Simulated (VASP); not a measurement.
# Si16H5Cl in VASP: a series of runs, part 2 of 3

VASP 6.6.1.

### 3 Single point, PBE

Input file INCAR:

```
SYSTEM = Si16H5Cl
PREC     = Accurate       ! precision mode
ENCUT    = 520            ! plane-wave cutoff, eV
EDIFF    = 1E-7           ! SCF threshold, eV
ISMEAR   = 0              ! smearing method
SIGMA    = 0.02           ! smearing width, eV
LREAL    = Auto         
LASPH    = .True.         ! aspherical terms in the spheres
NELM     = 60             ! most SCF steps
ALGO     = Normal         ! electronic algorithm
ISIF     = 2              ! what is computed and relaxed
LWAVE    = .False.        ! write WAVECAR
LCHARG   = .False.        ! write CHGCAR
GGA      = PE             ! functional
NBANDS   = 55             ! bands
```

Input file KPOINTS:

```
Automatic mesh
0
Gamma
  2 2 1
  0 0 0
```

Input file POSCAR:

```
Si16H5Cl
1.0
    7.6791800000      0.0000000000      0.0000000000
    3.8395900000      6.6503650000      0.0000000000
    0.0000000000      0.0000000000     17.4187650000
H Si Cl
5 16 1
Direct
    0.1666666600      0.1666666600      0.0574093500
    0.6666666400      0.1666666600      0.0574093500
    0.1666666600      0.6666666300      0.0574093500
    0.6666666400      0.6666666300      0.0574093500
   -0.0133554511      0.0094717735      0.4525445146
    0.1666666600      0.1666666600      0.1435233800
    0.6666666400      0.1666666600      0.1435233800
    0.1666666600      0.6666666300      0.1435233800
    0.6666666400      0.6666666300      0.1435233800
   -0.1663266244      0.3330780540      0.1851818209
    0.3341039032      0.3348647043      0.1891769012
   -0.1674357597      0.8334238857      0.1884647561
    0.3332456912      0.8324016508      0.1883912726
   -0.1733420934      0.3303932856      0.3202206348
    0.3266078266      0.3085932187      0.3274758834
   -0.1921898557      0.8438678018      0.3236309264
    0.3262241455      0.8494268027      0.3258834946
   -0.0117021031     -0.0020337831      0.3664943811
    0.4971371648     -0.0069647851      0.3917760937
   -0.0149845416      0.5071946535      0.3643214096
    0.4777447619      0.5033009514      0.3337644466
   -0.0184298085      0.5012911893      0.4848877867
```

Potentials or basis: VASP PAW PBE potentials, release 64 (H, Si, Cl).

The run is started by

```
cat potpaw_PBE.64/H/POTCAR potpaw_PBE.64/Si/POTCAR potpaw_PBE.64/Cl/POTCAR > POTCAR
mpirun -np 1 vasp_std > vasp.out
```

OUTCAR:

```text
SYSTEM = Si16H5Cl
   PREC = Accurate
   ENCUT = 520
   EDIFF = 1E-7
   ISMEAR = 0
   LREAL = Auto
   LASPH = .True.
   NELM = 60
   ISIF = 2
   GGA = PE

 ion  position               nearest neighbor table
   1  0.167  0.167  0.057-   6 1.50
   2  0.667  0.167  0.057-   7 1.50
   3  0.167  0.667  0.057-   8 1.50
   4  0.667  0.667  0.057-   9 1.50
   5  0.987  0.009  0.453-  18 1.50
   6  0.167  0.167  0.144-   1 1.50  10 2.33  13 2.36  11 2.37
   7  0.667  0.167  0.144-   2 1.50  10 2.33  11 2.35  12 2.35
   8  0.167  0.667  0.144-   3 1.50  13 2.34  11 2.35  12 2.36
   9  0.667  0.667  0.144-   4 1.50  10 2.33  12 2.35  13 2.35
  10  0.834  0.333  0.185-   6 2.33   7 2.33   9 2.33  14 2.35
  11  0.334  0.335  0.189-   8 2.35   7 2.35   6 2.37  15 2.42
  12  0.833  0.833  0.188-   9 2.35   7 2.35   8 2.36  16 2.36
  13  0.333  0.832  0.188-   8 2.34   9 2.35   6 2.36  17 2.40
  14  0.827  0.330  0.320-  21 2.33  10 2.35  18 2.35  20 2.36
  15  0.327  0.309  0.327-  21 2.31  20 2.37  19 2.38  11 2.42
  16  0.808  0.844  0.324-  18 2.35  20 2.35  12 2.36  19 2.38
  17  0.326  0.849  0.326-  21 2.31  18 2.36  19 2.39  13 2.40
  18  0.988  0.998  0.366-   5 1.50  16 2.35  14 2.35  17 2.36
  19  0.497  0.993  0.392-  15 2.38  16 2.38  17 2.39
  20  0.985  0.507  0.364-  22 2.10  16 2.35  14 2.36  15 2.37
  21  0.478  0.503  0.334-  15 2.31  17 2.31  14 2.33
  22  0.982  0.501  0.485-  20 2.10

  LATTYP: Found a hexagonal cell.
 ALAT       =     7.6791800344
 C/A-ratio  =     2.2683105386

  Lattice vectors:

 A1 = (  -3.8395900000,  -6.6503650000,   0.0000000000)
 A2 = (   7.6791800000,   0.0000000000,   0.0000000000)
 A3 = (   0.0000000000,   0.0000000000,  17.4187650000)

Analysis of symmetry for initial positions (statically):
=====================================================================
 Subroutine PRICEL returns:
 Original cell was already a primitive cell.

 Routine SETGRP: Setting up the symmetry group for a
 hexagonal supercell.

 Subroutine GETGRP returns: Found  1 space group operations
 (whereof  1 operations were pure point group operations)
 out of a pool of 24 trial point group operations.
[... 160 lines left out ...]
   LHFCALC =     F    Hartree Fock is set to
   AEXX    =    0.0000 exact exchange contribution
   IVDW    =     0    specifies the selected vdW correction
   LEPSILON=     F    determine dielectric tensor
   LRPA    =     F    only Hartree local field effects (RPA)
 non-spin polarized calculation
 Gauss-broadening in eV      SIGMA  =   0.02
  energy-cutoff  :      520.00
  volume of cell :      889.57
 maximum number of plane-waves:     23990
 NGX is ok and might be reduce to    60
   NGX = 29   NGY = 29   NGZ = 65

 number of electron      76.0000005 magnetization

 Free energy of the ion-electron system (eV)
  ---------------------------------------------------
  ext. energy  EPLUGINS =         0.00000000
  ---------------------------------------------------
  free energy    TOTEN  =      -103.25239024 eV

  energy without entropy =     -103.25239024  energy(sigma->0) =     -103.25239024

 E-fermi :  -0.8370     XC(G=0):  -4.6172

 val. band max:       -0.9527515187   @ k =   0.0000   0.0000   0.0000
 cond. band min:      -0.6662226932   @ k =   0.0000   0.0000   0.0000
 fundamental gap:      0.2865288255
 Fermi energy:        -0.8370401644

 k-point     1 :       0.0000    0.0000    0.0000
  band No.  band energies     occupation
      1     -16.5538      2.00000
      2     -12.2584      2.00000
      3     -11.0324      2.00000
      4     -10.1058      2.00000
      5     -10.0525      2.00000
      6     -10.0071      2.00000
[... 201 lines left out ...]
     49       2.9098      0.00000
     50       2.9987      0.00000
 [bands above 50 left out]

------------------------ aborting loop because EDIFF is reached ----------------------------------------

  FORCE on cell =-STRESS in cart. coord.  units (eV):
  Direction    XX          YY          ZZ          XY          YZ          ZX
  --------------------------------------------------------------------------------------
  -------------------------------------------------------------------------------------
  Total        3.9571935      4.2532086      0.0740378     -0.1990259     -0.0291080      0.0382451
  in kB        7.1272202      7.6603669      0.1333480     -0.3584615     -0.0524259      0.0688825
  external PRESSURE =       4.9736451 kB  Pullay stress =       0.0000000 kB

 VOLUME and BASIS-vectors are now :
 -----------------------------------------------------------------------------
  energy-cutoff  :      520.00
  volume of cell :      889.57
      direct lattice vectors                 reciprocal lattice vectors
     7.679180000  0.000000000  0.000000000     0.130222237 -0.075183843  0.000000000
     3.839590000  6.650365000  0.000000000     0.000000000  0.150367687  0.000000000
     0.000000000  0.000000000 17.418765000     0.000000000  0.000000000  0.057409351

 POSITION                                       TOTAL-FORCE (eV/Angst)
 -----------------------------------------------------------------------------------
      1.91979      1.10839      1.00000         0.074176     -0.008739     -0.070178
      5.75938      1.10839      1.00000        -0.055650      0.023744     -0.055617
      3.83959      4.43358      1.00000        -0.008211     -0.024087     -0.067700
      7.67918      4.43358      1.00000        -0.041455      0.008871     -0.054395
      7.61299      0.06299      7.88277        -0.001501     -0.001637     -0.013955
      1.91979      1.10839      2.50000         0.174154     -0.069150      0.048666
[... 14 lines left out ...]
      5.60116      3.34714      5.81376        -0.000702     -0.007640     -0.003461
      9.46241      3.33377      8.44615        -0.001274      0.000711     -0.039801
 -----------------------------------------------------------------------------------
    total drift:                               -0.000587     -0.002431     -0.009252

  FREE ENERGIE OF THE ION-ELECTRON SYSTEM (eV)
  ---------------------------------------------------
  free  energy   TOTEN  =      -103.2523902358 eV

  energy  without entropy=     -103.2523902358  energy(sigma->0) =     -103.25239024
```

OSZICAR:

```text
N       E                     dE             d eps       ncg     rms          rms(c)
DAV:   1     0.368304187951E+03    0.36830E+03   -0.25066E+04   440   0.102E+03
DAV:   2    -0.598474311654E+02   -0.42815E+03   -0.41263E+03   618   0.185E+02
DAV:   3    -0.104812354525E+03   -0.44965E+02   -0.44276E+02   528   0.574E+01
[... 21 lines left out ...]
DAV:  25    -0.103252389532E+03   -0.26628E-05   -0.30132E-07   497   0.158E-03    0.491E-04
DAV:  26    -0.103252389857E+03   -0.32464E-06   -0.74717E-08   384   0.819E-04    0.591E-04
DAV:  27    -0.103252390024E+03   -0.16717E-06   -0.15074E-08   369   0.361E-04    0.671E-04
DAV:  28    -0.103252390182E+03   -0.15826E-06   -0.12921E-08   384   0.310E-04    0.300E-04
DAV:  29    -0.103252390236E+03   -0.53494E-07   -0.80898E-09   352   0.308E-04
   1 F= -.10325239E+03 E0= -.10325239E+03  d E =-.819116E-17
```

It took 5.4 min on 1 thread of Intel Xeon 6975P-C (Granite Rapids), shared host; peak memory 0.97 GiB.

Results:

- Free energy: -103.2524 eV
- Largest force: 0.227 eV/Å
- Band gap on the k mesh: 0.29 eV

Forces on the atoms (eV/Å):
```
H    0.074 -0.009 -0.070
H   -0.056  0.024 -0.056
H   -0.008 -0.024 -0.068
H   -0.041  0.009 -0.054
H   -0.002 -0.002 -0.014
Si   0.174 -0.069  0.049
Si  -0.050 -0.133  0.005
Si  -0.101  0.102  0.176
Si   0.003  0.106  0.031
Si   0.002 -0.002  0.006
Si   0.002  0.001  0.003
Si  -0.001 -0.001 -0.002
Si   0.009  0.006 -0.002
Si   0.006  0.008 -0.007
Si  -0.004  0.005  0.013
Si  -0.003 -0.002  0.005
Si  -0.005 -0.009 -0.020
Si   0.004  0.003  0.015
Si   0.003  0.001 -0.005
Si  -0.003 -0.006  0.036
Si  -0.001 -0.008 -0.003
Cl  -0.001  0.001 -0.040
```

Caveat: the k points lie up to 0.47 Å⁻¹ apart.

### 4 Single point, PBE

Input file INCAR:

```
SYSTEM = Si16H5Cl
PREC = Accurate
ENCUT = 520
EDIFF = 1E-7
ISMEAR = 0
SIGMA = 0.02
LREAL = Auto
LASPH = .True.
NELM = 60
ALGO = Normal
ISIF = 2
LWAVE = .False.
LCHARG = .True.
GGA = PE
LELF = .True.
LVHAR = .True.
NBANDS = 55
```

Input file KPOINTS:

```
regular mesh
0
Gamma
  2 2 1
  0 0 0
```

Input file POSCAR:

```
Si16H5Cl
1.0
    7.6791800000      0.0000000000      0.0000000000
    3.8395900000      6.6503650000      0.0000000000
    0.0000000000      0.0000000000     17.4187650000
H Si Cl
5 16 1
Direct
    0.1666666792      0.1666666416      0.0574094088
    0.6666666792      0.1666666416      0.0574094088
    0.1666666416      0.6666667168      0.0574094088
    0.6666666416      0.6666667168      0.0574094088
   -0.4604934402      0.4691047785      0.4533839799
    0.1666666792      0.1666666416      0.1435233784
    0.6666666792      0.1666666416      0.1435233784
    0.1666666416      0.6666667168      0.1435233784
    0.6666666416      0.6666667168      0.1435233784
   -0.1661573422      0.3341312845      0.1849415845
    0.3348764566      0.3324405503      0.1887411651
   -0.1660446518      0.8320179419      0.1866708690
    0.3265692780      0.8369866917      0.1928329018
   -0.1368539185      0.3188345301      0.3189464351
    0.3680530923      0.3042093178      0.3238284689
   -0.1513554557      0.8231164756      0.3217439928
    0.3965068389      0.8168001305      0.3327087196
    0.0519967115     -0.0317036734      0.3301369529
    0.5385497788     -0.0062133432      0.3923043339
    0.0309470396      0.4854927511      0.3635322022
    0.5319195362      0.4749952822      0.3673085319
    0.0124531258      0.4897901093      0.4838976242
```

The run is started by

```
cat potpaw_PBE.64/H/POTCAR potpaw_PBE.64/Si/POTCAR potpaw_PBE.64/Cl/POTCAR > POTCAR
mpirun -np 1 vasp_std > vasp.out
```

It took 5.8 min on 1 thread of Intel Xeon 6975P-C (Granite Rapids), shared host; peak memory 0.96 GiB.

The run converged. Its results:

| Property | Result |
| --- | --- |
| Free energy | -103.2561 eV |
| Largest force | 0.325 eV/Å |
| Band gap on the k mesh | 0.50 eV |

Forces in eV/Å, atoms in the order of the input:
```
H    0.065 -0.118 -0.051
H    0.035 -0.022 -0.064
H    0.125 -0.006 -0.073
H   -0.135  0.092 -0.073
H    0.008  0.000  0.001
Si   0.182  0.082  0.034
Si  -0.031 -0.071 -0.036
Si  -0.041 -0.169  0.145
Si  -0.216  0.217  0.110
Si   0.002  0.005  0.019
Si   0.001  0.002  0.002
Si   0.006  0.000  0.018
Si   0.019 -0.012  0.008
Si  -0.001 -0.006 -0.005
Si  -0.014  0.000  0.010
Si   0.008 -0.002 -0.003
Si  -0.011 -0.001 -0.014
Si  -0.013  0.010 -0.004
Si   0.002  0.006 -0.010
Si   0.001 -0.006  0.033
Si   0.011  0.000 -0.010
Cl  -0.003 -0.003 -0.036
```

Levels at points of the mesh, in eV from the valence-band top:
| k point | band 34 | band 35 | band 36 | band 37 | band 38 | band 39 | band 40 | band 41 | band 42 | band 43 |
| --- | --- | --- | --- | --- | --- | --- | --- | --- | --- | --- |
| (0.00, 0.00, 0.00) | -0.64 | -0.50 | -0.33 | -0.01 | 0.00 | 0.50 | 1.38 | 1.39 | 1.56 | 1.93 |
| (0.50, 0.00, 0.00) | -1.54 | -1.42 | -0.72 | -0.62 | -0.04 | 0.89 | 1.99 | 2.10 | 2.37 | 2.63 |
| (0.50, 0.50, 0.00) | -1.61 | -1.41 | -0.82 | -0.57 | -0.03 | 0.80 | 1.85 | 2.12 | 2.57 | 2.67 |
| (0.00, 0.50, 0.00) | -1.50 | -1.46 | -0.70 | -0.67 | -0.12 | 0.79 | 1.83 | 2.17 | 2.53 | 2.67 |

Caveat: the k points lie up to 0.47 Å⁻¹ apart.

(Part 2 of 3 ends here.)
